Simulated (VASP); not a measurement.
# AlH5 (P1) in VASP: further runs

AlH5 is run at these levels: PBE; tasks: single point.

Everything below comes from runs of VASP 6.6.1. Logs are shortened: lines on timing, memory, paths and dates and some standing lists are left out, and cuts for length are marked.

## Step 1: The cell of the first run

The typed cell holds 12 atoms: a = 4.016 Å, b = 6.544 Å, c = 8.120 Å, α = 88.77°, β = 87.00°, γ = 90.47°.

## Step 2: Single point, PBE

Contents of INCAR:

```
SYSTEM = AlH5
PREC = Accurate
ENCUT = 520
EDIFF = 1E-6
ISMEAR = 0
SIGMA = 0.1
LREAL = .FALSE.
LASPH = .TRUE.
NELM = 60
ALGO = Normal
ISIF = 2
LWAVE = .FALSE.
LCHARG = .FALSE.
GGA = PE
NBANDS = 20
```

Contents of KPOINTS:

```
regular mesh
0
G
  4 4 2
  0 0 0
```

Contents of POSCAR:

```
AlH5
1.0
    4.0154401534     -0.0323331211     -0.0257727858
   -0.0012453877      6.5436346111      0.0378860968
    0.4783954412      0.1271996089      8.1045627675
Al H
2 10
Direct
    0.5470725377      0.9735099775      0.7210070804
    0.9322121382      0.0027038177      0.9823907912
    0.6978994957      0.6271923590      0.3298737273
    0.1944865583      0.4757910345     -0.0085535980
    0.7916116020      0.1653179723      0.8372011343
    0.1664456240      0.4232803560      0.6306516274
    0.7843076344      0.8109625340      0.8681747931
    0.2201721540      0.5333184902      0.6186575067
    0.7148235843      0.5129044005      0.3290328284
    0.2472172175      0.4541191036      0.0774691149
    0.3435040464     -0.0031655958      0.9385585093
    0.8602474074      0.0240655506      0.1755364848
```

Potentials or basis: VASP PAW PBE potentials, release 64 (Al, H).

Run with:

```bash
> cat potpaw_PBE.64/Al/POTCAR potpaw_PBE.64/H/POTCAR > POTCAR
> mpirun -np 1 vasp_std > vasp.out
```

OUTCAR:

```text
SYSTEM = AlH5
   PREC = Accurate
   ENCUT = 520
   EDIFF = 1E-6
   ISMEAR = 0
   LREAL = .FALSE.
   LASPH = .TRUE.
   NELM = 60
   ISIF = 2
   GGA = PE

 ion  position               nearest neighbor table
   1  0.547  0.974  0.721-   7 1.88   5 1.89  11 1.92   2 2.70   2 3.18
   2  0.932  0.003  0.982-  12 1.59  11 1.67   5 1.69   7 1.70   1 2.70   1 3.18
   3  0.698  0.627  0.330-   9 0.75
   4  0.194  0.476  0.991-  10 0.75
   5  0.792  0.165  0.837-   2 1.69   1 1.89
   6  0.166  0.423  0.631-   8 0.75
   7  0.784  0.811  0.868-   2 1.70   1 1.88
   8  0.220  0.533  0.619-   6 0.75
   9  0.715  0.513  0.329-   3 0.75
  10  0.247  0.454  0.077-   4 0.75
  11  0.344  0.997  0.939-   2 1.67   1 1.92
  12  0.860  0.024  0.176-   2 1.59

  LATTYP: Found a triclinic cell.
 ALAT       =    16.9878094847
 B/A-ratio  =     0.6073514187
 C/A-ratio  =     1.0618273341
 COS(alpha) =     0.0066766102
 COS(beta)  =     0.5692370428
 COS(gamma) =     0.8231903854

  Lattice vectors:

 A1 = (   7.5499940902,  12.8954033711,  -8.0803361455)
 A2 = (   8.0296349191,   6.4789683689,  -0.0136594748)
 A3 = (  -4.9734764235,   6.3215685144, -16.1454666524)

Analysis of symmetry for initial positions (statically):
=====================================================================
 Subroutine PRICEL returns:
 Original cell was already a primitive cell.

 Routine SETGRP: Setting up the symmetry group for a
 triclinic supercell.

 Subroutine GETGRP returns: Found  1 space group operations
 (whereof  1 operations were pure point group operations)
 out of a pool of  2 trial point group operations.

The static configuration has the point symmetry C_1 .

Analysis of symmetry for dynamics (positions and initial velocities):
=====================================================================
 Subroutine PRICEL returns:
 Original cell was already a primitive cell.

 Routine SETGRP: Setting up the symmetry group for a
 triclinic supercell.

 Subroutine GETGRP returns: Found  1 space group operations
 (whereof  1 operations were pure point group operations)
 out of a pool of  2 trial point group operations.

The dynamic configuration has the point symmetry C_1 .

 Subroutine INISYM returns: Found  1 space group operations
 (whereof  1 operations are pure point group operations),
 and found     1 'primitive' translations

----------------------------------------------------------------------------------------

                                     Primitive cell

  volume of cell :     213.0125

  direct lattice vectors                    reciprocal lattice vectors
     4.015440153 -0.032333121 -0.025772786     0.248945437  0.000132470 -0.014696809
    -0.001245388  6.543634611  0.037886097     0.001214800  0.152834803 -0.002470421
     0.478395441  0.127199609  8.104562767     0.000785976 -0.000714030  0.123352098

  length of vectors
     4.015653034  6.543744404  8.119666224     0.249378918  0.152859595  0.123356668

  position of ions in fractional coordinates (direct lattice)
     0.547072538  0.973509978  0.721007080
     0.932212138  0.002703818  0.982390791
     0.697899496  0.627192359  0.329873727
     0.194486558  0.475791034  0.991446402
     0.791611602  0.165317972  0.837201134
     0.166445624  0.423280356  0.630651627
     0.784307634  0.810962534  0.868174793
     0.220172154  0.533318490  0.618657507
     0.714823584  0.512904400  0.329032828
     0.247217218  0.454119104  0.077469115
     0.343504046  0.996834404  0.938558509
     0.860247407  0.024065551  0.175536485

  ion indices of the primitive-cell ions
   primitive index   ion index
                 1           1
                 2           2
                 3           3
                 4           4
                 5           5
                 6           6
                 7           7
                 8           8
                 9           9
                10          10
                11          11
                12          12

----------------------------------------------------------------------------------------

 KPOINTS: regular mesh

Automatic generation of k-mesh.
 Grid dimensions read from file:
 generate k-points for:    4    4    2

 Generating k-lattice:

  Cartesian coordinates                     Fractional coordinates (reciprocal lattice)
     0.062236359  0.000033118 -0.003674202     0.250000000  0.000000000  0.000000000
     0.000303700  0.038208701 -0.000617605     0.000000000  0.250000000  0.000000000
     0.000392988 -0.000357015  0.061676049    -0.000000000  0.000000000  0.500000000

  Length of vectors
     0.062344729  0.038214899  0.061678334

  Shift w.r.t. Gamma in fractional coordinates (k-lattice)
     0.000000000  0.000000000  0.000000000

 Subroutine IBZKPT returns following result:
 ===========================================

 Found     20 irreducible k-points:

 Following reciprocal coordinates:
            Coordinates               Weight
  0.000000  0.000000  0.000000      1.000000
  0.250000  0.000000 -0.000000      2.000000
  0.500000  0.000000 -0.000000      1.000000
 -0.000000  0.250000  0.000000      2.000000
  0.250000  0.250000 -0.000000      2.000000
  0.500000  0.250000 -0.000000      2.000000
[... 12 lines left out ...]
  0.250000  0.500000  0.500000      2.000000
  0.500000  0.500000  0.500000      1.000000
   k-points           NKPTS =     20   k-points in BZ     NKDIM =     20   number of bands    NBANDS=     20
   number of dos      NEDOS =    301   number of ions     NIONS =     12
   total plane-waves  NPLWV =  90000
   dimension x,y,z NGX =    30 NGY =   50 NGZ =   60
   dimension x,y,z NGXF=    60 NGYF=  100 NGZF=  120
   ions per type =               2  10
   NGX,Y,Z   is equivalent  to a cutoff of  12.42, 12.70, 12.28 a.u.
   NGXF,Y,Z  is equivalent  to a cutoff of  24.84, 25.41, 24.57 a.u.
 SYSTEM =  AlH5
   PREC   = accura    normal or accurate (medium, high low for compatibility)
   ISTART =      0    job   : 0-new  1-cont  2-samecut
   ICHARG =      2    charge: 1-file 2-atom 10-const
   ISPIN  =      1    spin polarized calculation?
   LNONCOLLINEAR =      F non collinear calculations
   LSORBIT =      F    spin-orbit coupling
   LASPH  =      T    aspherical Exc in radial PAW
   ENCUT  =  520.0 eV  38.22 Ry    6.18 a.u.   7.47 12.17 15.10*2*pi/ulx,y,z
   NELM   =     60;   NELMIN=  2; NELMDL= -5     # of ELM steps
   EDIFF  = 0.1E-05   stopping-criterion for ELM
   LREAL  =      F    real-space projection
   EDIFFG = 0.1E-04   stopping-criterion for IOM
   NSW    =      0    number of steps for IOM
   IBRION =     -1    ionic relax: 0-MD 1-quasi-New 2-CG
   NFREE  =      0    steps in history (QN), initial steepest desc. (CG)
   ISIF   =      2    stress and relaxation
   ISYM   =      2    0-nonsym 1-usesym 2-fastsym
   POTIM  = 0.5000    time-step for ionic-motion
   TEBEG  =    0.0;   TEEND  =   0.0 temperature during run
   PSTRESS=    0.0 pullay stress
   NELECT =      16.0000    total number of electrons
   NUPDOWN=      -1.0000    fix difference up-down
   EMIN   =  10.00;   EMAX   =-10.00  energy-range for DOS
   EFERMI =   0.00;   METHOD = LEGACY
   ISMEAR =     0;   SIGMA  =   0.10  broadening in eV -4-tet -1-fermi 0-gaus
   EFERMI_NEDOS =   21; number of points for ismear=-14 and -15
   IALGO  =     38    algorithm
   IMIX   =      4    mixing-type and parameters
     AMIX     =   0.40;   BMIX     =  1.00
     AMIX_MAG =   1.60;   BMIX_MAG =  1.00
  volume/ion in A,a.u.               =      17.75       119.79
  Fermi-wavevector in a.u.,A,eV,Ry     =   0.690738  1.305305  6.491592  0.477119
  Thomas-Fermi vector in A             =   1.772191
   LORBIT       =      0    0 simple, 1 ext, 2 COOP (PROOUT), +10 PAW based schemes
   GGA     = PE    functional components
   LHFCALC =     F    Hartree Fock is set to
   AEXX    =    0.0000 exact exchange contribution
   IVDW    =     0    specifies the selected vdW correction
   LEPSILON=     F    determine dielectric tensor
   LRPA    =     F    only Hartree local field effects (RPA)
 non-spin polarized calculation
 Gauss-broadening in eV      SIGMA  =   0.10
  energy-cutoff  :      520.00
  volume of cell :      213.01
 maximum number of plane-waves:      5769
 NGX is ok and might be reduce to    30
   NGX = 15   NGY = 25   NGZ = 31

 number of electron      16.0000002 magnetization

 Free energy of the ion-electron system (eV)
  ---------------------------------------------------
  ext. energy  EPLUGINS =         0.00000000
  ---------------------------------------------------
  free energy    TOTEN  =       -39.65653146 eV

  energy without entropy =      -39.65653146  energy(sigma->0) =      -39.65653146

 E-fermi :  -2.0450     XC(G=0):  -5.4406

 val. band max:       -2.5131016088   @ k =   0.5000  -0.0000   0.5000
 cond. band min:      -0.0533532269   @ k =   0.5000   0.5000  -0.0000
 fundamental gap:      2.4597483819
 Fermi energy:        -2.0450326693

 k-point     1 :       0.0000    0.0000    0.0000
  band No.  band energies     occupation
      1     -10.6109      2.00000
      2      -8.2244      2.00000
      3      -7.7829      2.00000
      4      -7.3832      2.00000
      5      -5.9955      2.00000
      6      -5.7187      2.00000
[... 12 lines left out ...]
     19       6.0477      0.00000
     20       6.5082      0.00000

 k-point     2 :       0.2500    0.0000   -0.0000
  band No.  band energies     occupation
      1     -10.1393      2.00000
      2      -8.0992      2.00000
      3      -7.7016      2.00000
      4      -7.4102      2.00000
      5      -6.3903      2.00000
      6      -5.5206      2.00000
[... 406 lines left out ...]
 k-point    20 :       0.5000    0.5000    0.5000
  band No.  band energies     occupation
      1      -9.1787      2.00000
      2      -8.0305      2.00000
      3      -7.7742      2.00000
      4      -7.5872      2.00000
      5      -7.4870      2.00000
      6      -5.3534      2.00000
[... 12 lines left out ...]
     19       4.8808      0.00000
     20       5.2630      0.00000

------------------------ aborting loop because EDIFF is reached ----------------------------------------

  FORCE on cell =-STRESS in cart. coord.  units (eV):
  Direction    XX          YY          ZZ          XY          YZ          ZX
  --------------------------------------------------------------------------------------
  -------------------------------------------------------------------------------------
  Total       -0.0846058     -0.0940545     -0.0678161     -0.0023896     -0.0290891     -0.0188005
  in kB       -0.6363641     -0.7074329     -0.5100800     -0.0179733     -0.2187940     -0.1414080
  external PRESSURE =      -0.6179590 kB  Pullay stress =       0.0000000 kB

 VOLUME and BASIS-vectors are now :
 -----------------------------------------------------------------------------
  energy-cutoff  :      520.00
  volume of cell :      213.01
      direct lattice vectors                 reciprocal lattice vectors
     4.015440153 -0.032333121 -0.025772786     0.248945437  0.000132470 -0.014696809
    -0.001245388  6.543634611  0.037886097     0.001214800  0.152834803 -0.002470421
     0.478395441  0.127199609  8.104562767     0.000785976 -0.000714030  0.123352098

 POSITION                                       TOTAL-FORCE (eV/Angst)
 -----------------------------------------------------------------------------------
      2.54045      6.44432      5.86623        -0.000829      0.002491      0.008387
      4.21321      0.11251      7.93792        -0.002908     -0.009781     -0.012045
      2.95940      4.12351      2.67926         0.004097     -0.027731     -0.000479
      1.25466      3.23323      8.04825         0.002457     -0.006248     -0.006087
      3.57898      1.16268      6.77101        -0.003860     -0.016514     -0.003052
      0.96953      2.84463      5.12290         0.003964      0.011026     -0.004416
      3.56366      5.39171      7.04669         0.006406      0.024676      0.018297
      1.17939      3.56142      5.02848        -0.005389     -0.011510      0.003326
      3.02710      3.37500      2.66768        -0.004887      0.028488     -0.000549
      1.02918      2.97345      0.63869        -0.000567      0.006604      0.005180
      1.82708      6.63120      7.63552         0.003120     -0.002209     -0.004152
      3.53822      0.15199      1.40139        -0.001604      0.000708     -0.004409
 -----------------------------------------------------------------------------------
    total drift:                               -0.000240     -0.000254      0.000583

  FREE ENERGIE OF THE ION-ELECTRON SYSTEM (eV)
  ---------------------------------------------------
  free  energy   TOTEN  =       -39.6565314563 eV

  energy  without entropy=      -39.6565314563  energy(sigma->0) =      -39.65653146
```

Run time: 45 s. Hardware: 1 thread of Intel Xeon 6975P-C (Granite Rapids), shared host; peak memory 0.3 GiB.

What came out:

```
Free energy            : -39.6565 eV
Pressure               : -0.1 GPa
Largest force          : 0.031 eV/Å
Band gap on the k mesh : 2.46 eV (least direct gap 2.51 eV)
```

Forces on the atoms (eV/Å):
```
Al  -0.001  0.002  0.008
Al  -0.003 -0.010 -0.012
H    0.004 -0.028  0.000
H    0.002 -0.006 -0.006
H   -0.004 -0.017 -0.003
H    0.004  0.011 -0.004
H    0.006  0.025  0.018
H   -0.005 -0.012  0.003
H   -0.005  0.028 -0.001
H   -0.001  0.007  0.005
H    0.003 -0.002 -0.004
H   -0.002  0.001 -0.004
```

A k mesh can miss the band edges.

## Step 3: Single point, PBE

This run uses another cell than the first one, of 18.63 Å³/atom.

Contents of INCAR:

```
PREC = Accurate
ENCUT = 520
EDIFF = 1E-6
ISMEAR = 0
SIGMA = 0.02
LREAL = False
LASPH = True
NELM = 60
ALGO = Normal
ISIF = 2
LWAVE = False
LCHARG = False
GGA = PE
NBANDS = 20
```

Contents of KPOINTS:

```
regular mesh
0
Gamma
  8 4 4
```

Contents of POSCAR:

```
AlH5
1.0
    4.0033399927     -0.0650579694      0.0261288213
   -0.1600223905      7.1182834586      0.1587927938
   -0.3684019809      0.0109224402      7.8469582285
Al H
2 10
Direct
    0.5278342619      0.0957717952      0.7701635549
    0.1269282665      0.9703287185      1.0190615287
    0.1860476352      0.2862530304      0.3638089722
    0.7942079690      0.5404230226      0.9514539465
    0.2630486595      0.8847603057      0.8358220065
    0.7473312576      0.6767952805      0.5290437394
    0.2921688188      0.1812454901      0.9536176174
    0.7120355141      0.5753369551      0.5530715617
    0.1669730949      0.3643760421      0.2983624305
    0.7806187924      0.5557939722      0.0452807394
    0.7164748344     -0.0071208272      0.9775782517
    0.1863308957      0.8760362148      0.2027356509
```

Potentials or basis: VASP PAW PBE potentials, release 64 (Al, H).

Run with:

```bash
> cat potpaw_PBE.64/Al/POTCAR potpaw_PBE.64/H/POTCAR > POTCAR
> mpirun -np 1 vasp_std > vasp.out
```

Run time: 2.9 min. Hardware: 1 thread of Intel Xeon 6975P-C (Granite Rapids), shared host; peak memory 0.43 GiB.

The run converged. Its results:

* Free energy: -39.6802 eV
* Pressure: -0.1 GPa
* Largest force: 0.023 eV/Å
* Band gap on the k mesh: 2.56 eV

Forces in eV/Å, atoms in the order of the input:
```
Al  -0.005 -0.005  0.014
Al   0.000  0.006 -0.012
H   -0.002  0.017 -0.016
H   -0.002  0.002  0.015
H   -0.002  0.003  0.005
H   -0.002 -0.014  0.004
H    0.000 -0.006  0.000
H    0.002  0.014 -0.004
H    0.001 -0.017  0.015
H    0.002 -0.002 -0.014
H    0.008  0.000 -0.001
H    0.001  0.003 -0.007
```

Levels at points of the mesh, in eV from the valence-band top:
```
           k point  band 6  band 7  band 8  band 9  band 10  band 11
(0.00, 0.00, 0.00)   -3.16   -1.92   -0.42    3.29     3.64     4.28
(0.50, 0.00, 0.00)   -2.75   -2.67    0.00    2.56     2.92     4.20
(0.00, 0.50, 0.00)   -3.06   -1.93   -0.50    3.33     3.68     4.58
(0.50, 0.50, 0.00)   -2.78   -2.67    0.00    2.56     3.14     4.15
(0.00, 0.00, 0.50)   -3.17   -1.91   -0.34    3.49     3.64     4.33
(0.50, 0.00, 0.50)   -2.74   -2.68   -0.01    2.69     2.93     4.47
(0.00, 0.50, 0.50)   -3.06   -1.92   -0.37    3.43     3.58     4.21
(0.50, 0.50, 0.50)   -2.78   -2.69   -0.02    2.69     3.16     4.52
```

A k mesh can miss the band edges.
